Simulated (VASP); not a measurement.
Runs of VASP 6.6.1 on Zn3C. The structure is that of space group P-6m2 (No. 187), or close to it. The cells are those of the table. 

```tsv
task	cell	k mesh	cutoff (eV)	gap on the mesh (eV)	pressure (GPa)	relaxed volume (Å³/atom)	largest force (eV/Å)
single point	a = 3.168, b = 3.168, c = 6.350 Å, angles 90.0, 90.0, 120.0°, 4 atoms	6 × 6 × 4	520	none	0.2	-	0.04
single point	a = 3.107, b = 3.107, c = 6.498 Å, angles 90.0, 90.0, 120.0°, 4 atoms	6 × 6 × 2	520	none	0.5	-	(b)
single point	a = 2.640, b = 2.640, c = 8.202 Å, angles 90.0, 90.0, 120.0°, 4 atoms	6 × 6 × 2	520	none	6.1	-	1.39
relaxation of cell and atoms	relaxed from a = 2.640, b = 2.640, c = 8.202 Å, angles 90.0, 90.0, 120.0°, 4 atoms	6 × 6 × 2	600	none	0.3	13.62	0.04
relaxation of cell and atoms	relaxed from a = 3.107, b = 3.107, c = 6.498 Å, angles 90.0, 90.0, 120.0°, 4 atoms	6 × 6 × 4	600	none	0.0	(a)	0.02
```

Alike in all rows: level PBE; potentials or basis VASP PAW PBE potentials, release 64 (Zn, C); no spin polarisation; smearing gaussian 0.1 eV.

Q: Estimate the missing entries.

A: (a) 13.78; (b) 0.03.

Caveats: all runs use coarse meshes; forces of over 1 eV/Å act on the atoms, so gaps and moduli don't describe the material at rest (some runs).

A gap of «none» marks levels without a gap at the run's occupations.
